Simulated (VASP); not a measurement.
A run of VASP 6.6.1 is set up as follows.

Contents of INCAR:

```
PREC     = Accurate       # precision mode
ENCUT    = 520            # plane-wave cutoff, eV
EDIFF    = 1E-6           # SCF threshold, eV
ISMEAR   = 0              # smearing method
SIGMA    = 0.05           # smearing width, eV
LREAL    = False          # projectors in reciprocal space
LASPH    = True           # aspherical terms in the spheres
NELM     = 100            # most SCF steps
ALGO     = Normal         # electronic algorithm
ISIF     = 2              # what is computed and relaxed
LWAVE    = False          # write WAVECAR
LCHARG   = False          # write CHGCAR
NBANDS   = 11             # bands
```

Contents of KPOINTS:

```
regular mesh
0
Gamma
  10 10 10
```

The input POSCAR:

```
BAs
1.0
    0.0000000000      2.5795800000      2.1974200000
    2.5795800000      0.0000000000      2.1974200000
    2.5795800000      2.5795800000      0.0000000000
B As
1 1
Direct
    0.0000000000      0.0000000000      0.0000000000
    0.7500000000      0.7500000000      0.7500000000
```

Potentials or basis: VASP PAW LDA potentials, release 64 (B, As).

The run is started by

```sh
$ cat potpaw_LDA.64/B/POTCAR potpaw_LDA.64/As/POTCAR > POTCAR
$ mpirun -np 1 vasp_std > vasp.out
```

Q: Predict the pressure.

A: -11.5 GPa.

Q: Predict the band gap on the k mesh.

A: Zero (band 4 reaches 6.23 eV, above the bottom of band 5 at 5.34 eV).

Stress tensor (GPa, compression positive):
```
-19.22   0.00   0.00
  0.00 -19.22   0.00
  0.00   0.00   4.00
```

Caveat: the cell differs from its parent crystal (strain +0.080 along x and y, -0.080 along z).
